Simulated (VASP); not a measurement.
A run of VASP 6.6.1 is set up as follows.

Contents of INCAR:

```
SYSTEM = Au
  PREC = Accurate
  ENCUT = 520
  EDIFF = 1E-6
  ISMEAR = 0
  SIGMA = 0.1
  LREAL = .False.
  LASPH = .True.
  NELM = 80
  ALGO = Fast
  ISIF = 2
  LWAVE = .False.
  LCHARG = .False.
  GGA = PE
  NBANDS = 18
```

File KPOINTS:

```
regular mesh
0
Gamma
  18 18 12
  0 0 0
```

POSCAR

```
Au
1.0
    2.0581585985      2.0581585985      0.0000000000
   -2.0581585985      2.0581585985      0.0000000000
    0.0000000000      0.0000000000      4.1828435356
Au
2
Direct
    0.0000000000      0.0000000000      0.0000000000
    0.5000000000      0.5000000000      0.5000000000
```

Potentials or basis: VASP PAW PBE potentials, release 64 (Au).

The run is started by

```console
$ cat potpaw_PBE.64/Au/POTCAR > POTCAR
$ mpirun -np 1 vasp_std > vasp.out
```

Task: What does it give for the pressure?

Result: 1.9 GPa.

Task: Predict the band gap on the k mesh.

Result: Zero (band 11 reaches 13.54 eV, above the bottom of band 12 at 6.32 eV).

Stress tensor (GPa, compression positive):
```
2.14 0.00 0.00
0.00 2.14 0.00
0.00 0.00 1.47
```

Caveat: the cell differs from its parent crystal (biaxial strain in the a-b plane: -1.0 %); spin-orbit coupling is left out, which moves the levels of the heavy elements.
